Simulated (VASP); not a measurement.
# SrTl2Zn2 (Cmmm) in VASP: a series of runs

The runs below take SrTl2Zn2 through single point, relaxation of cell and atoms, with PBE.

Program: VASP 6.6.1. These are calculated values, not measurements. Logs are shortened: lines on timing, memory, paths and dates and some standing lists are left out, and cuts for length are marked.

**1. The cell of the first run**

Symmetry: Cmmm, No. 65, orthorhombic system. Conventional cell: a = 5.481 Å, b = 7.228 Å, c = 6.941 Å, α = 90.00°, β = 90.00°, γ = 90.00°. Sr (site symmetry mmm) has 4 Zn at 3.66 Å and 12 Tl at 4.03 to 4.69 Å and 4 Sr at 4.54 Å within 4.8 Å. Zn (site symmetry 2mm) has 4 Tl at 2.21 to 2.37 Å and 1 Zn at 2.36 Å within 2.9 Å. Within 2.9 Å of Tl (site symmetry m2m) lie 4 Zn at 2.21 to 2.37 Å and 2 Tl at 2.79 Å.

The cell was built from a structure type or drawn by symmetry, and may not be a known phase.

**2. Single point, PBE**

File INCAR:

```
SYSTEM = SrTl2Zn2
ALGO     = Fast           ! electronic algorithm
EDIFF    = 1E-7           ! SCF threshold, eV
ENCUT    = 520            ! plane-wave cutoff, eV
GGA      = PE             ! functional
ISIF     = 2              ! what is computed and relaxed
ISMEAR   = 0              ! smearing method
LASPH    = .True.         ! aspherical terms in the spheres
LCHARG   = .False.        ! write CHGCAR
LREAL    = .False.        ! projectors in reciprocal space
LWAVE    = .False.        ! write WAVECAR
NBANDS   = 38             ! bands
NELM     = 100            ! most SCF steps
PREC     = Accurate       ! precision mode
SIGMA    = 0.1            ! smearing width, eV
```

File KPOINTS:

```
k-points
0
Gamma
  4 4 4
  0 0 0
```

File POSCAR:

```
SrTl2Zn2
1.0
    2.7405883500     -3.6142164300      0.0000000000
    2.7405883500      3.6142164300      0.0000000000
    0.0000000000      0.0000000000      6.9412592800
Sr Zn Tl
1 2 2
Direct
    0.0000000000      0.0000000000      0.0000000000
    0.2148322900      0.2148322900      0.5000000000
    0.7851677100      0.7851677100      0.5000000000
    0.2843968800      0.7156031200      0.5000000000
    0.7156031200      0.2843968800      0.5000000000
```

Potentials or basis: VASP PAW PBE potentials, release 64 (Sr_sv, Zn, Tl_d).

Run with:

```sh
$ cat potpaw_PBE.64/Sr_sv/POTCAR potpaw_PBE.64/Zn/POTCAR potpaw_PBE.64/Tl_d/POTCAR > POTCAR
$ mpirun -np 1 vasp_std > vasp.out
```

OUTCAR:

```text
SYSTEM = SrTl2Zn2
   EDIFF = 1E-7
   ENCUT = 520
   GGA = PE
   ISIF = 2
   ISMEAR = 0
   LASPH = .True.
   LREAL = .False.
   NELM = 100
   PREC = Accurate

 ion  position               nearest neighbor table
   1  0.000  0.000  0.000-   2 3.66   3 3.66   2 3.66   3 3.66   4 4.03   5 4.03   4 4.03   5 4.03

   2  0.215  0.215  0.500-   5 2.21   4 2.21   3 2.36   4 2.37   5 2.37   1 3.66   1 3.66
   3  0.785  0.785  0.500-   5 2.21   4 2.21   2 2.36   4 2.37   5 2.37   1 3.66   1 3.66
   4  0.284  0.716  0.500-   3 2.21   2 2.21   3 2.37   2 2.37   5 2.79   5 2.79   5 3.12   1 4.03
                             1 4.03   5 4.11
   5  0.716  0.284  0.500-   3 2.21   2 2.21   3 2.37   2 2.37   4 2.79   4 2.79   4 3.12   1 4.03
                             1 4.03   4 4.11

  LATTYP: Found a base centered orthorhombic cell.
 ALAT       =     5.4811767000
 B/A-ratio  =     1.3187739158
 C/A-ratio  =     1.2663812280

  Lattice vectors:

 A1 = (   2.7405883500,  -3.6142164300,   0.0000000000)
 A2 = (   2.7405883500,   3.6142164300,   0.0000000000)
 A3 = (   0.0000000000,   0.0000000000,   6.9412592800)

Analysis of symmetry for initial positions (statically):
=====================================================================
 Subroutine PRICEL returns:
 Original cell was already a primitive cell.

 Routine SETGRP: Setting up the symmetry group for a
 base centered orthorhombic supercell.

 Subroutine GETGRP returns: Found  8 space group operations
 (whereof  8 operations were pure point group operations)
 out of a pool of  8 trial point group operations.

The static configuration has the point symmetry D_2h.

Analysis of symmetry for dynamics (positions and initial velocities):
=====================================================================
 Subroutine PRICEL returns:
 Original cell was already a primitive cell.

 Routine SETGRP: Setting up the symmetry group for a
 base centered orthorhombic supercell.

 Subroutine GETGRP returns: Found  8 space group operations
 (whereof  8 operations were pure point group operations)
 out of a pool of  8 trial point group operations.

The dynamic configuration has the point symmetry D_2h.

 Subroutine INISYM returns: Found  8 space group operations
 (whereof  8 operations are pure point group operations),
 and found     1 'primitive' translations

----------------------------------------------------------------------------------------

                                     Primitive cell

  volume of cell :     137.5074
[... 94 lines left out ...]
   NSW    =      0    number of steps for IOM
   IBRION =     -1    ionic relax: 0-MD 1-quasi-New 2-CG
   NFREE  =      0    steps in history (QN), initial steepest desc. (CG)
   ISIF   =      2    stress and relaxation
   ISYM   =      2    0-nonsym 1-usesym 2-fastsym
   POTIM  = 0.5000    time-step for ionic-motion
   TEBEG  =    0.0;   TEEND  =   0.0 temperature during run
   PSTRESS=    0.0 pullay stress
   NELECT =      60.0000    total number of electrons
   NUPDOWN=      -1.0000    fix difference up-down
   EMIN   =  10.00;   EMAX   =-10.00  energy-range for DOS
   EFERMI =   0.00;   METHOD = LEGACY
   ISMEAR =     0;   SIGMA  =   0.10  broadening in eV -4-tet -1-fermi 0-gaus
   EFERMI_NEDOS =   21; number of points for ismear=-14 and -15
   IALGO  =     68    algorithm
   IMIX   =      4    mixing-type and parameters
     AMIX     =   0.40;   BMIX     =  1.00
     AMIX_MAG =   1.60;   BMIX_MAG =  1.00
  volume/ion in A,a.u.               =      27.50       185.59
  Fermi-wavevector in a.u.,A,eV,Ry     =   1.241699  2.346472 20.977703  1.541818
  Thomas-Fermi vector in A             =   2.376086
   LORBIT       =      0    0 simple, 1 ext, 2 COOP (PROOUT), +10 PAW based schemes
   GGA     = PE    functional components
   LHFCALC =     F    Hartree Fock is set to
   AEXX    =    0.0000 exact exchange contribution
   IVDW    =     0    specifies the selected vdW correction
   LEPSILON=     F    determine dielectric tensor
   LRPA    =     F    only Hartree local field effects (RPA)
 non-spin polarized calculation
 RMM-DIIS sequential band-by-band and
 Gauss-broadening in eV      SIGMA  =   0.10
  energy-cutoff  :      520.00
  volume of cell :      137.51
 maximum number of plane-waves:      3731
 NGX is ok and might be reduce to    36
   NGX = 17   NGY = 17   NGZ = 25

 number of electron      60.0000011 magnetization

 Free energy of the ion-electron system (eV)
  ---------------------------------------------------
  ext. energy  EPLUGINS =         0.00000000
  ---------------------------------------------------
  free energy    TOTEN  =         0.40433348 eV

  energy without entropy =        0.42653343  energy(sigma->0) =        0.41543346

 E-fermi :   4.6369     XC(G=0):  -9.1692

 val. band max:        4.6364565141   @ k =   0.2500   0.2500   0.2500
 cond. band min:       4.6949394699   @ k =   0.2500   0.2500   0.5000
 fundamental gap:      0.0584829558
 Fermi energy:         4.6368588312

 k-point     1 :       0.0000    0.0000    0.0000
  band No.  band energies     occupation
      1     -32.5076      2.00000
      2     -14.4604      2.00000
      3     -14.4438      2.00000
      4     -14.4424      2.00000
      5     -10.5719      2.00000
      6     -10.3434      2.00000
[... 850 lines left out ...]
     37       8.7449      0.00000
     38       8.8128      0.00000

------------------------ aborting loop because EDIFF is reached ----------------------------------------

  FORCE on cell =-STRESS in cart. coord.  units (eV):
  Direction    XX          YY          ZZ          XY          YZ          ZX
  --------------------------------------------------------------------------------------
  -------------------------------------------------------------------------------------
  Total       43.4227035     51.9352059     -1.4857672      0.0000000      0.0000000      0.0000000
  in kB      505.9425621    605.1265581    -17.3115163      0.0000000      0.0000000      0.0000000
  external PRESSURE =     364.5858680 kB  Pullay stress =       0.0000000 kB

 VOLUME and BASIS-vectors are now :
 -----------------------------------------------------------------------------
  energy-cutoff  :      520.00
  volume of cell :      137.51
      direct lattice vectors                 reciprocal lattice vectors
     2.740588350 -3.614216430  0.000000000     0.182442577 -0.138342573  0.000000000
     2.740588350  3.614216430  0.000000000     0.182442577  0.138342573  0.000000000
     0.000000000  0.000000000  6.941259280     0.000000000  0.000000000  0.144066078

 POSITION                                       TOTAL-FORCE (eV/Angst)
 -----------------------------------------------------------------------------------
      0.00000      0.00000      0.00000         0.000000      0.000000      0.000000
      1.17753      0.00000      3.47063        -3.929575      0.000000      0.000000
      4.30364      0.00000      3.47063         3.929575      0.000000     -0.000000
      2.74059      1.55847      3.47063         0.000000      3.391171     -0.000000
      2.74059     -1.55847      3.47063         0.000000     -3.391171      0.000000
 -----------------------------------------------------------------------------------
    total drift:                               -0.000000      0.000000     -0.000000

  FREE ENERGIE OF THE ION-ELECTRON SYSTEM (eV)
  ---------------------------------------------------
  free  energy   TOTEN  =         0.4043334825 eV

  energy  without entropy=        0.4265334339  energy(sigma->0) =        0.41543346
```

OSZICAR:

```text
N       E                     dE             d eps       ncg     rms          rms(c)
DAV:   1     0.503551839037E+03    0.50355E+03   -0.30154E+04  1596   0.178E+03
DAV:   2     0.386194134137E+02   -0.46493E+03   -0.45122E+03  1602   0.423E+02
DAV:   3     0.982767044195E+00   -0.37637E+02   -0.36998E+02  1778   0.129E+02
[... 14 lines left out ...]
RMM:  18     0.404334496384E+00   -0.78252E-06   -0.71419E-06  2228   0.620E-03    0.880E-04
RMM:  19     0.404333972076E+00   -0.52431E-06   -0.39408E-06  2004   0.467E-03    0.286E-04
RMM:  20     0.404333714466E+00   -0.25761E-06   -0.21804E-06  1797   0.346E-03    0.326E-04
RMM:  21     0.404333569437E+00   -0.14503E-06   -0.12776E-06  1606   0.266E-03    0.362E-04
RMM:  22     0.404333482547E+00   -0.86889E-07   -0.75049E-07  1464   0.209E-03
   1 F= 0.40433348E+00 E0= 0.41543346E+00  d E =-.222000E-01
```

stdout:

```text
POSCAR found type information on POSCAR SrZnTl
 POSCAR found :  3 types and       5 ions
 scaLAPACK will be used
[... 27 lines left out ...]
 num prob  num prob  num prob  num prob  num prob  num prob  num prob  num prob  num prob  num prob  num prob  num prob  num prob WARNING in EDDRMM: call to ZHEGV failed, returncode =   8  4     34
 num prob  num prob RMM:  21     0.404333569437E+00   -0.14503E-06   -0.12776E-06  1606   0.266E-03    0.362E-04
 num prob  num prob  num prob  num prob  num prob  num prob  num prob  num prob  num prob  num prob  num prob  num prob  num prob  num prob  num prob  num prob  num prob  num prob  num prob  num prob  num prob  num prob  num prob  num prob  num prob  num prob  num prob WARNING in EDDRMM: call to ZHEGV failed, returncode =   8  4     33
 num prob  num prob  num prob  num prob  num prob  num prob  num prob  num prob  num prob  num prob  num prob  num prob  num prob RMM:  22     0.404333482547E+00   -0.86889E-07   -0.75049E-07  1464   0.209E-03
```

It took 4 min on 1 thread of Oxide Virtual Turin-like, shared host; peak memory 0.28 GiB.

Results:

```yaml
Free_energy: 0.4043 eV
Pressure: 36.5 GPa
Largest_force: 3.930 eV/Å
Band_gap_on_the_k_mesh: zero (bands 30 and 31 overlap by 0.48 eV)
```

Forces on the atoms (eV/Å):
```
Sr   0.000  0.000  0.000
Zn  -3.930  0.000  0.000
Zn   3.930  0.000  0.000
Tl   0.000  3.391  0.000
Tl   0.000 -3.391  0.000
```

Stress tensor (GPa, compression positive):
```
50.59  0.00  0.00
 0.00 60.51  0.00
 0.00  0.00 -1.73
```

Levels at points of the mesh, in eV from the Fermi level:
| k point | band 28 | band 29 | band 30 | band 31 | band 32 | band 33 |
| --- | --- | --- | --- | --- | --- | --- |
| (0.00, 0.00, 0.00) | -3.55 | -2.03 | -1.65 | -0.10 | 0.67 | 1.45 |
| (0.50, 0.00, 0.00) | -1.88 | -1.81 | -1.31 | 0.00 | 0.73 | 1.53 |
| (0.50, 0.50, 0.00) | -5.41 | -1.13 | 0.17 | 0.51 | 0.98 | 1.50 |
| (0.00, 0.00, 0.50) | -3.54 | -2.06 | -0.44 | -0.14 | 0.40 | 1.29 |
| (0.50, 0.00, 0.50) | -2.26 | -1.90 | -1.76 | 0.69 | 1.53 | 1.63 |
| (0.50, 0.50, 0.50) | -5.43 | -1.10 | -1.01 | 0.10 | 1.77 | 1.80 |

Caveat: the cell stands under pressure; spin-orbit coupling is left out, which moves the levels of the heavy elements; forces of over 1 eV/Å act on the atoms, so gaps and moduli don't describe the material at rest.

**3. Single point, PBE**

This run uses another cell than the first one, of 37.22 Å³/atom.

File INCAR:

```
PREC = Accurate
ENCUT = 520
EDIFF = 1E-6
ISMEAR = 0
SIGMA = 0.1
LREAL = F
LASPH = T
NELM = 60
ALGO = Fast
ISIF = 2
LWAVE = F
LCHARG = T
GGA = PE
LELF = T
LVHAR = T
NBANDS = 38
```

File KPOINTS:

```
Automatic mesh
0
Gamma
  4 4 4
```

File POSCAR:

```
SrTl2Zn2
1.0
    3.7173992436     -4.2086366617      0.0000000000
    3.7173992436      4.2086366617      0.0000000000
    0.0000000000      0.0000000000      5.9479515485
Sr Zn Tl
1 2 2
Direct
    0.0000000000      0.0000000000      0.0000000000
    0.1865352569      0.1865352569      0.5000000000
    0.8134647431      0.8134647431      0.5000000000
    0.3034009204      0.6965990796      0.5000000000
    0.6965990796      0.3034009204      0.5000000000
```

Potentials or basis: VASP PAW PBE potentials, release 64 (Sr_sv, Zn, Tl_d).

Run with:

```sh
$ cat potpaw_PBE.64/Sr_sv/POTCAR potpaw_PBE.64/Zn/POTCAR potpaw_PBE.64/Tl_d/POTCAR > POTCAR
$ mpirun -np 1 vasp_std > vasp.out
```

Wall time 2.6 min (1 thread of Oxide Virtual Turin-like, shared host); peak memory 0.34 GiB.

Results (log left out):

- Free energy: -7.6627 eV
- Pressure: -0.1 GPa
- Largest force: 0.004 eV/Å
- Band gap on the k mesh: zero (bands 30 and 31 overlap by 1.31 eV)

Forces on the atoms (eV/Å):
```
Sr   0.000  0.000  0.000
Zn   0.004  0.000  0.000
Zn  -0.004  0.000  0.000
Tl   0.000 -0.001  0.000
Tl   0.000  0.001  0.000
```

Stress tensor (GPa, compression positive):
```
-0.20  0.00  0.00
 0.00 -0.09  0.00
 0.00  0.00 -0.14
```

Levels at points of the mesh, in eV from the Fermi level:
| k point | band 26 | band 27 | band 28 | band 29 | band 30 | band 31 | band 32 | band 33 | band 34 | band 35 |
| --- | --- | --- | --- | --- | --- | --- | --- | --- | --- | --- |
| (0.00, 0.00, 0.00) | -4.45 | -3.28 | -1.94 | -1.67 | -1.28 | 0.18 | 0.88 | 0.98 | 0.98 | 1.38 |
| (0.50, 0.00, 0.00) | -6.88 | -2.82 | -2.00 | -0.81 | -0.48 | -0.32 | 0.07 | 1.19 | 1.55 | 2.12 |
| (0.50, 0.50, 0.00) | -6.50 | -5.56 | -4.31 | 0.21 | 0.54 | 1.14 | 1.40 | 1.86 | 2.12 | 2.60 |
| (0.00, 0.00, 0.50) | -4.45 | -2.89 | -2.82 | -2.10 | -1.46 | 0.63 | 1.31 | 1.37 | 1.47 | 1.70 |
| (0.50, 0.00, 0.50) | -6.68 | -2.57 | -2.17 | -1.68 | -1.04 | -0.51 | -0.43 | 1.15 | 2.05 | 2.94 |
| (0.50, 0.50, 0.50) | -6.41 | -5.20 | -4.35 | -0.75 | -0.26 | -0.17 | 0.75 | 2.43 | 2.74 | 2.85 |

Caveat: spin-orbit coupling is left out, which moves the levels of the heavy elements.

**4. Relaxation of cell and atoms, PBE**

File INCAR:

```
PREC = Accurate
ENCUT = 600
EDIFF = 1E-6
ISMEAR = 0
SIGMA = 0.1
LREAL = False
LASPH = True
NELM = 60
ALGO = Fast
ISIF = 3
LWAVE = False
LCHARG = False
GGA = PE
IBRION = 2
NSW = 90
EDIFFG = -0.04
```

File KPOINTS:

```
regular mesh
0
Gamma
  4 4 4
```

File POSCAR:

```
SrTl2Zn2
1.0
    2.7405883500     -3.6142164300      0.0000000000
    2.7405883500      3.6142164300      0.0000000000
    0.0000000000      0.0000000000      6.9412592800
Sr Zn Tl
1 2 2
Direct
    0.0000000000      0.0000000000      0.0000000000
    0.2148322900      0.2148322900      0.5000000000
    0.7851677100      0.7851677100      0.5000000000
    0.2843968800      0.7156031200      0.5000000000
    0.7156031200      0.2843968800      0.5000000000
```

Run with:

```sh
$ cat potpaw_PBE.64/Sr_sv/POTCAR potpaw_PBE.64/Zn/POTCAR potpaw_PBE.64/Tl_d/POTCAR > POTCAR
$ mpirun -np 1 vasp_std > vasp.out
```

Wall time 52 min (1 thread of Oxide Virtual Turin-like, shared host); peak memory 0.33 GiB.

It converged, with:

```
Free energy                           : -7.5081 eV
Relaxed volume                        : 36.93 Å³/atom
Relaxed cell                          : a = 5.725 Å, b = 5.725 Å, c = 5.954 Å, α = 90.00°, β = 90.00°, γ = 108.84°
Space group after relaxing (to 0.1 Å) : Cmmm (No. 65)
Pressure after relaxing               : 0.0 GPa
Largest force after relaxing          : 0.037 eV/Å
Band gap on the k mesh                : zero (bands 30 and 31 overlap by 1.64 eV)
```

Forces in eV/Å, atoms in the order of the input:
```
Sr   0.000  0.000  0.000
Zn  -0.036  0.000  0.000
Zn   0.036  0.000  0.000
Tl   0.000 -0.037  0.000
Tl   0.000  0.037  0.000
```

Stress tensor (GPa, compression positive):
```
 0.08  0.00  0.00
 0.00  0.04  0.00
 0.00  0.00 -0.07
```

Final structure:
```xyz
5
Lattice="3.3307 -4.6559 0.0000 3.3307 4.6559 0.0000 0.0000 0.0000 5.9538" Properties=species:S:1:pos:R:3 pbc="T T T"
Sr    0.0000    0.0000    0.0000
Zn    1.3569    0.0000    2.9769
Zn    5.3045    0.0000    2.9769
Tl    3.3307    2.0357    2.9769
Tl    3.3307   -2.0357    2.9769
```

Levels at points of the mesh, in eV from the Fermi level:
| k point | band 27 | band 28 | band 29 | band 30 | band 31 | band 32 | band 33 | band 34 |
| --- | --- | --- | --- | --- | --- | --- | --- | --- |
| (0.00, 0.00, 0.00) | -2.72 | -1.99 | -1.59 | -1.28 | -0.64 | -0.23 | 0.27 | 1.04 |
| (0.50, 0.00, 0.00) | -3.44 | -2.53 | -0.38 | 0.09 | 0.27 | 0.93 | 1.32 | 1.60 |
| (0.50, 0.50, 0.00) | -5.62 | -3.83 | -0.12 | 0.81 | 0.94 | 1.62 | 2.16 | 2.16 |
| (0.00, 0.00, 0.50) | -2.81 | -2.29 | -1.83 | -1.82 | -0.84 | 0.10 | 1.29 | 1.71 |
| (0.50, 0.00, 0.50) | -3.15 | -2.65 | -1.62 | -0.92 | 0.62 | 0.72 | 0.93 | 2.44 |
| (0.50, 0.50, 0.50) | -5.35 | -3.89 | -0.93 | -0.73 | 0.40 | 1.33 | 2.19 | 2.66 |

Caveat: the volume moved by over 15 % at a fixed basis, so the end points are rough; spin-orbit coupling is left out, which moves the levels of the heavy elements.

**5. Summary**

| task | cell | cutoff (eV) | gap on the mesh (eV) | pressure (GPa) | largest force (eV/Å) |
| --- | --- | --- | --- | --- | --- |
| single point | a = 4.536, b = 4.536, c = 6.941 Å, angles 90.0, 90.0, 105.7°, 5 atoms, atomic positions A | 520 | none | 36.5 | 3.93 |
| single point | a = 5.615, b = 5.615, c = 5.948 Å, angles 90.0, 90.0, 97.1°, 5 atoms, atomic positions B | 520 | none | -0.1 | - |
| relaxation of cell and atoms | relaxed from a = 4.536, b = 4.536, c = 6.941 Å, angles 90.0, 90.0, 105.7°, 5 atoms, atomic positions A | 600 | none | 0.0 | 0.04 |

Alike in all rows: level PBE; potentials or basis VASP PAW PBE potentials, release 64 (Sr_sv, Zn, Tl_d); no spin polarisation; k mesh 4 × 4 × 4; smearing gaussian 0.1 eV.

Caveats: spin-orbit coupling is left out, which moves the levels of the heavy elements; the cell stands under pressure (at least some runs); forces of over 1 eV/Å act on the atoms, so gaps and moduli don't describe the material at rest (at least some runs); the volume moved by over 15 % at a fixed basis, so the end points are rough (at least some runs).

Total energies depend on the potentials used, so only differences within one code and one set of settings carry meaning.
